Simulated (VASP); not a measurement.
# TlW2 (Fd-3m) in VASP: further runs

TlW2 is run at these levels: PBE; tasks: single point, relaxation of cell and atoms.

All numbers are computed with VASP 6.6.1; they aren't measurements. Logs are shortened: lines on timing, memory, paths and dates and some standing lists are left out, and cuts for length are marked.

### Step 1. The cell of the first run

The structure is cubic, space group Fd-3m (No. 227). The conventional cell has a = 7.723 Å, b = 7.723 Å, c = 7.723 Å, α = 90.00°, β = 90.00°, γ = 90.00°. Within 4.2 Å of Tl (site symmetry -43m) lie 12 W at 3.20 Å and 4 Tl at 3.34 Å. W (site symmetry -3m) has 6 W at 2.73 Å and 6 Tl at 3.20 Å within 3.6 Å.

The cell was generated, and may not be a known phase.

### Step 2. Single point, PBE

INCAR

```
SYSTEM = TlW2
ALGO = Fast
EDIFF = 1E-6
ENCUT = 520
GGA = PE
ISIF = 2
ISMEAR = 0
LASPH = .True.
LCHARG = .False.
LREAL = .False.
LWAVE = .False.
NBANDS = 50
NELM = 60
PREC = Accurate
SIGMA = 0.1
```

KPOINTS

```
k-points
0
Gamma
  8 8 8
  0 0 0
```

POSCAR

```
TlW2
1.0
    0.0000000000      3.8613144290      3.8613144290
    3.8613144290      0.0000000000      3.8613144290
    3.8613144290      3.8613144290      0.0000000000
Tl W
2 4
Direct
    0.0000000000      0.0000000000      0.0000000000
    0.2500000000      0.2500000000      0.2500000000
    0.6250000000      0.6250000000      0.6250000000
    0.1250000000      0.6250000000      0.6250000000
    0.6250000000      0.6250000000      0.1250000000
    0.6250000000      0.1250000000      0.6250000000
```

Potentials or basis: VASP PAW PBE potentials, release 64 (Tl_d, W_sv).

Launch:

```
cat potpaw_PBE.64/Tl_d/POTCAR potpaw_PBE.64/W_sv/POTCAR > POTCAR
mpirun -np 1 vasp_std > vasp.out
```

OUTCAR:

```text
SYSTEM = TlW2
   EDIFF = 1E-6
   ENCUT = 520
   GGA = PE
   ISIF = 2
   ISMEAR = 0
   LASPH = .True.
   LREAL = .False.
   NELM = 60
   PREC = Accurate

 ion  position               nearest neighbor table
   1  0.000  0.000  0.000-   3 3.20   5 3.20   6 3.20   3 3.20   4 3.20   5 3.20   3 3.20   4 3.20
                             6 3.20   4 3.20   5 3.20   6 3.20   2 3.34   2 3.34   2 3.34   2 3.34
   2  0.250  0.250  0.250-   4 3.20   5 3.20   6 3.20   3 3.20   4 3.20   6 3.20   3 3.20   4 3.20
                             5 3.20   3 3.20   5 3.20   6 3.20   1 3.34   1 3.34   1 3.34   1 3.34
   3  0.625  0.625  0.625-   4 2.73   5 2.73   6 2.73   5 2.73   6 2.73   4 2.73   1 3.20   2 3.20
                             1 3.20   2 3.20   1 3.20   2 3.20
   4  0.125  0.625  0.625-   3 2.73   5 2.73   6 2.73   3 2.73   5 2.73   6 2.73   2 3.20   1 3.20
                             1 3.20   2 3.20   2 3.20   1 3.20
   5  0.625  0.625  0.125-   3 2.73   3 2.73   4 2.73   6 2.73   6 2.73   4 2.73   1 3.20   2 3.20
                             1 3.20   2 3.20   1 3.20   2 3.20
   6  0.625  0.125  0.625-   3 2.73   5 2.73   3 2.73   4 2.73   5 2.73   4 2.73   2 3.20   1 3.20
                             2 3.20   2 3.20   1 3.20   1 3.20

  LATTYP: Found a face centered cubic cell.
 ALAT       =     7.7226288580

  Lattice vectors:

 A1 = (   0.0000000000,   3.8613144290,   3.8613144290)
 A2 = (   3.8613144290,   0.0000000000,   3.8613144290)
 A3 = (   3.8613144290,   3.8613144290,   0.0000000000)

Analysis of symmetry for initial positions (statically):
=====================================================================
 Subroutine PRICEL returns:
 Original cell was already a primitive cell.

 Routine SETGRP: Setting up the symmetry group for a
 face centered cubic supercell.

 Subroutine GETGRP returns: Found 48 space group operations
 (whereof 24 operations were pure point group operations)
 out of a pool of 48 trial point group operations.

The static configuration has the point symmetry T_d .
 The point group associated with its full space group is O_h .

Analysis of symmetry for dynamics (positions and initial velocities):
=====================================================================
 Subroutine PRICEL returns:
 Original cell was already a primitive cell.

 Routine SETGRP: Setting up the symmetry group for a
 face centered cubic supercell.

 Subroutine GETGRP returns: Found 48 space group operations
 (whereof 24 operations were pure point group operations)
 out of a pool of 48 trial point group operations.

The dynamic configuration has the point symmetry T_d .
 The point group associated with its full space group is O_h .

 Subroutine INISYM returns: Found 48 space group operations
 (whereof 24 operations are pure point group operations),
 and found     1 'primitive' translations

----------------------------------------------------------------------------------------

                                     Primitive cell

  volume of cell :     115.1425

  direct lattice vectors                    reciprocal lattice vectors
     0.000000000  3.861314429  3.861314429    -0.129489584  0.129489584  0.129489584
     3.861314429  0.000000000  3.861314429     0.129489584 -0.129489584  0.129489584
     3.861314429  3.861314429  0.000000000     0.129489584  0.129489584 -0.129489584

  length of vectors
     5.460723234  5.460723234  5.460723234     0.224282539  0.224282539  0.224282539

  position of ions in fractional coordinates (direct lattice)
     0.000000000  0.000000000  0.000000000
     0.250000000  0.250000000  0.250000000
     0.625000000  0.625000000  0.625000000
     0.125000000  0.625000000  0.625000000
     0.625000000  0.625000000  0.125000000
     0.625000000  0.125000000  0.625000000

  ion indices of the primitive-cell ions
   primitive index   ion index
                 1           1
                 2           2
                 3           3
                 4           4
                 5           5
                 6           6

----------------------------------------------------------------------------------------

 KPOINTS: k-points

Automatic generation of k-mesh.
 Grid dimensions read from file:
 generate k-points for:    8    8    8

 Generating k-lattice:

  Cartesian coordinates                     Fractional coordinates (reciprocal lattice)
    -0.016186198  0.016186198  0.016186198     0.125000000  0.000000000  0.000000000
     0.016186198 -0.016186198  0.016186198     0.000000000  0.125000000  0.000000000
     0.016186198  0.016186198 -0.016186198     0.000000000  0.000000000  0.125000000

  Length of vectors
     0.028035317  0.028035317  0.028035317

  Shift w.r.t. Gamma in fractional coordinates (k-lattice)
     0.000000000  0.000000000  0.000000000

 Subroutine IBZKPT returns following result:
 ===========================================

 Found     29 irreducible k-points:

 Following reciprocal coordinates:
            Coordinates               Weight
  0.000000  0.000000  0.000000      1.000000
  0.125000  0.000000  0.000000      8.000000
  0.250000  0.000000  0.000000      8.000000
  0.375000  0.000000  0.000000      8.000000
  0.500000  0.000000  0.000000      4.000000
  0.125000  0.125000  0.000000      6.000000
[... 16 lines left out ...]
  0.500000  0.250000  0.125000     48.000000
 -0.375000  0.250000  0.125000     24.000000
 [... further k-points ...]
   k-points           NKPTS =     29   k-points in BZ     NKDIM =     29   number of bands    NBANDS=     50
   number of dos      NEDOS =    301   number of ions     NIONS =      6
   total plane-waves  NPLWV =  74088
   dimension x,y,z NGX =    42 NGY =   42 NGZ =   42
   dimension x,y,z NGXF=    84 NGYF=   84 NGZF=   84
   ions per type =               2   4
   NGX,Y,Z   is equivalent  to a cutoff of  12.79, 12.79, 12.79 a.u.
   NGXF,Y,Z  is equivalent  to a cutoff of  25.57, 25.57, 25.57 a.u.
 SYSTEM =  TlW2
   PREC   = accura    normal or accurate (medium, high low for compatibility)
   ISTART =      0    job   : 0-new  1-cont  2-samecut
   ICHARG =      2    charge: 1-file 2-atom 10-const
   ISPIN  =      1    spin polarized calculation?
   LNONCOLLINEAR =      F non collinear calculations
   LSORBIT =      F    spin-orbit coupling
   LASPH  =      T    aspherical Exc in radial PAW
   ENCUT  =  520.0 eV  38.22 Ry    6.18 a.u.  10.15 10.15 10.15*2*pi/ulx,y,z
   NELM   =     60;   NELMIN=  2; NELMDL= -5     # of ELM steps
   EDIFF  = 0.1E-05   stopping-criterion for ELM
   LREAL  =      F    real-space projection
   EDIFFG = 0.1E-04   stopping-criterion for IOM
   NSW    =      0    number of steps for IOM
   IBRION =     -1    ionic relax: 0-MD 1-quasi-New 2-CG
   NFREE  =      0    steps in history (QN), initial steepest desc. (CG)
   ISIF   =      2    stress and relaxation
   ISYM   =      2    0-nonsym 1-usesym 2-fastsym
   POTIM  = 0.5000    time-step for ionic-motion
   TEBEG  =    0.0;   TEEND  =   0.0 temperature during run
   PSTRESS=    0.0 pullay stress
   NELECT =      82.0000    total number of electrons
   NUPDOWN=      -1.0000    fix difference up-down
   EMIN   =  10.00;   EMAX   =-10.00  energy-range for DOS
   EFERMI =   0.00;   METHOD = LEGACY
   ISMEAR =     0;   SIGMA  =   0.10  broadening in eV -4-tet -1-fermi 0-gaus
   EFERMI_NEDOS =   21; number of points for ismear=-14 and -15
   IALGO  =     68    algorithm
   IMIX   =      4    mixing-type and parameters
     AMIX     =   0.40;   BMIX     =  1.00
     AMIX_MAG =   1.60;   BMIX_MAG =  1.00
  volume/ion in A,a.u.               =      19.19       129.50
  Fermi-wavevector in a.u.,A,eV,Ry     =   1.461956  2.762696 29.079938  2.137315
  Thomas-Fermi vector in A             =   2.578226
   LORBIT       =      0    0 simple, 1 ext, 2 COOP (PROOUT), +10 PAW based schemes
   GGA     = PE    functional components
   LHFCALC =     F    Hartree Fock is set to
   AEXX    =    0.0000 exact exchange contribution
   IVDW    =     0    specifies the selected vdW correction
   LEPSILON=     F    determine dielectric tensor
   LRPA    =     F    only Hartree local field effects (RPA)
 non-spin polarized calculation
 RMM-DIIS sequential band-by-band and
 Gauss-broadening in eV      SIGMA  =   0.10
  energy-cutoff  :      520.00
  volume of cell :      115.14
 maximum number of plane-waves:      3138
 NGX is ok and might be reduce to    42
   NGX = 21   NGY = 21   NGZ = 21

 number of electron      81.9999985 magnetization

 Free energy of the ion-electron system (eV)
  ---------------------------------------------------
  ext. energy  EPLUGINS =         0.00000000
  ---------------------------------------------------
  free energy    TOTEN  =       -50.49717756 eV

  energy without entropy =      -50.47548632  energy(sigma->0) =      -50.48633194

 E-fermi :   9.7123     XC(G=0): -12.4317

 val. band max:        9.6864689078   @ k =   0.1250   0.0000   0.0000
 cond. band min:       9.7158630303   @ k =   0.5000   0.3750   0.0000
 fundamental gap:      0.0293941226
 Fermi energy:         9.7122975154

 k-point     1 :       0.0000    0.0000    0.0000
  band No.  band energies     occupation
      1     -64.3973      2.00000
      2     -64.2750      2.00000
      3     -64.2750      2.00000
      4     -64.2750      2.00000
      5     -29.3683      2.00000
      6     -28.9181      2.00000
[... 42 lines left out ...]
     49      12.0614      0.00000
     50      12.7444      0.00000

 k-point     2 :       0.1250    0.0000    0.0000
  band No.  band energies     occupation
      1     -64.3939      2.00000
      2     -64.2785      2.00000
      3     -64.2750      2.00000
      4     -64.2750      2.00000
      5     -29.3359      2.00000
      6     -28.9081      2.00000
[... 42 lines left out ...]
     49      12.2382      0.00000
     50      12.6277      0.00000

 k-point     3 :       0.2500    0.0000    0.0000
  band No.  band energies     occupation
      1     -64.3846      2.00000
      2     -64.2879      2.00000
      3     -64.2750      2.00000
      4     -64.2750      2.00000
      5     -29.2555      2.00000
      6     -28.8737      2.00000
[... 42 lines left out ...]
     49      12.5931      0.00000
     50      12.6341      0.00000

 k-point     4 :       0.3750    0.0000    0.0000
  band No.  band energies     occupation
      1     -64.3730      2.00000
      2     -64.2996      2.00000
      3     -64.2750      2.00000
      4     -64.2750      2.00000
      5     -29.1780      2.00000
      6     -28.8534      2.00000
[... 999 lines left out ...]
 k-point    23 :       0.5000    0.2500    0.1250
  band No.  band energies     occupation
      1     -64.3646      2.00000
      2     -64.3081      2.00000
      3     -64.2750      2.00000
      4     -64.2750      2.00000
      5     -29.0941      2.00000
      6     -28.8563      2.00000
[... 42 lines left out ...]
     49      12.2061      0.00000
     50      12.6999      0.00000

 k-point    24 :      -0.3750    0.2500    0.1250
  band No.  band energies     occupation
      1     -64.3580      2.00000
      2     -64.3148      2.00000
      3     -64.2750      2.00000
      4     -64.2750      2.00000
      5     -29.0609      2.00000
      6     -28.8378      2.00000
[... 42 lines left out ...]
     49      12.0588      0.00000
     50      12.9477      0.00000

 [... further k-points ...]
[... 5 lines left out ...]
  --------------------------------------------------------------------------------------
  -------------------------------------------------------------------------------------
  Total        0.1546092      0.1546092      0.1546092      0.0000000      0.0000000      0.0000000
  in kB        2.1513461      2.1513461      2.1513461      0.0000000      0.0000000      0.0000000
  external PRESSURE =       2.1513461 kB  Pullay stress =       0.0000000 kB

 VOLUME and BASIS-vectors are now :
 -----------------------------------------------------------------------------
  energy-cutoff  :      520.00
  volume of cell :      115.14
      direct lattice vectors                 reciprocal lattice vectors
     0.000000000  3.861314429  3.861314429    -0.129489584  0.129489584  0.129489584
     3.861314429  0.000000000  3.861314429     0.129489584 -0.129489584  0.129489584
     3.861314429  3.861314429  0.000000000     0.129489584  0.129489584 -0.129489584

 POSITION                                       TOTAL-FORCE (eV/Angst)
 -----------------------------------------------------------------------------------
      0.00000      0.00000      0.00000        -0.000000     -0.000000     -0.000000
      1.93066      1.93066      1.93066         0.000000      0.000000      0.000000
      4.82664      4.82664      4.82664         0.000000     -0.000000     -0.000000
      4.82664      2.89599      2.89599         0.000000     -0.000000     -0.000000
      2.89599      2.89599      4.82664         0.000000     -0.000000     -0.000000
      2.89599      4.82664      2.89599         0.000000     -0.000000     -0.000000
 -----------------------------------------------------------------------------------
    total drift:                                0.000000      0.000000      0.000000

  FREE ENERGIE OF THE ION-ELECTRON SYSTEM (eV)
  ---------------------------------------------------
  free  energy   TOTEN  =       -50.4971775600 eV

  energy  without entropy=      -50.4754863241  energy(sigma->0) =      -50.48633194
```

It took 4.3 min on 1 thread of Intel Xeon Platinum 8559C (Emerald Rapids), shared host; peak memory 0.32 GiB.

Results:

* Free energy: -50.4972 eV
* Pressure: 0.2 GPa
* Band gap on the k mesh: zero (bands 41 and 42 overlap by 2.29 eV)

Caveat: spin-orbit coupling is left out, which moves the levels of the heavy elements.

### Step 3. Relaxation of cell and atoms, PBE

This run uses another cell than the first one, of 19.25 Å³/atom.

INCAR

```
ALGO     = Fast           # electronic algorithm
EDIFF    = 1E-6           # SCF threshold, eV
EDIFFG   = -0.01          # ionic threshold
ENCUT    = 600            # plane-wave cutoff, eV
GGA      = PE             # functional
IBRION   = 2              # ionic algorithm
ISIF     = 3              # what is computed and relaxed
ISMEAR   = 0              # smearing method
LASPH    = T              # aspherical terms in the spheres
LCHARG   = F              # write CHGCAR
LREAL    = F              # projectors in reciprocal space
LWAVE    = F              # write WAVECAR
NELM     = 100            # most SCF steps
NSW      = 100            # ionic steps
PREC     = Accurate       # precision mode
SIGMA    = 0.1            # smearing width, eV
```

KPOINTS

```
k-points
0
Gamma
  8 8 8
```

Changes to POSCAR since step 2:

```diff
@@ -2,5 +2,5 @@
 1.0
-    0.0000000000      3.8613144290      3.8613144290
-    3.8613144290      0.0000000000      3.8613144290
-    3.8613144290      3.8613144290      0.0000000000
+    0.0000000000      3.8649875280      3.8649875280
+    3.8649875280      0.0000000000      3.8649875280
+    3.8649875280      3.8649875280      0.0000000000
 Tl W
```

Potentials or basis: VASP PAW PBE potentials, release 64 (Tl_d, W_sv).

Launch:

```
cat potpaw_PBE.64/Tl_d/POTCAR potpaw_PBE.64/W_sv/POTCAR > POTCAR
mpirun -np 1 vasp_std > vasp.out
```

Wall time 12 min (1 thread of Intel Xeon Platinum 8559C (Emerald Rapids), shared host); peak memory 0.43 GiB.

It converged, with:

| Quantity | Value |
| --- | --- |
| Free energy | -50.4980 eV |
| Relaxed volume | 19.22 Å³/atom |
| Relaxed cell | a = 5.463 Å, b = 5.463 Å, c = 5.463 Å, α = 60.00°, β = 60.00°, γ = 60.00° |
| Space group after relaxing (to 0.1 Å) | Fd-3m (No. 227) |
| Energy gained by relaxing | 0.0 meV/atom |
| Ionic steps | 3 |
| Pressure after relaxing | 0.0 GPa |
| Band gap on the k mesh | zero (bands 41 and 42 overlap by 2.29 eV) |

The path:
| step | energy change (eV) | largest force (eV/Å) | pressure (GPa) | volume (Å³) |
| --- | --- | --- | --- | --- |
| 1 | 0.0000 | 0.0000 | -0.24 | 115.47 |
| 2 | 0.0004 | 0.0000 | 0.53 | 114.99 |
| 3 | -0.0001 | 0.0000 | 0.03 | 115.31 |

Final structure:
```
Tl W
1.0
     0.00000    3.86323    3.86323
     3.86323    0.00000    3.86323
     3.86323    3.86323    0.00000
Tl W
2 4
Direct
  0.00000 0.00000 0.00000
  0.25000 0.25000 0.25000
  0.62500 0.62500 0.62500
  0.12500 0.62500 0.62500
  0.62500 0.62500 0.12500
  0.62500 0.12500 0.62500
```

Levels at points of the mesh, in eV from the Fermi level:
```csv
k point,band 39,band 40,band 41,band 42,band 43,band 44
"(0.00, 0.00, 0.00)",0.22,0.22,1.78,1.78,1.78,1.95
"(0.50, 0.00, 0.00)",-0.76,-0.76,-0.51,-0.51,0.78,1.43
"(0.50, 0.50, 0.00)",-0.93,-0.93,-0.40,-0.40,-0.03,-0.03
```

Caveat: spin-orbit coupling is left out, which moves the levels of the heavy elements.

The gap in the log of VASP goes by the Fermi energy; the results here count the filled bands.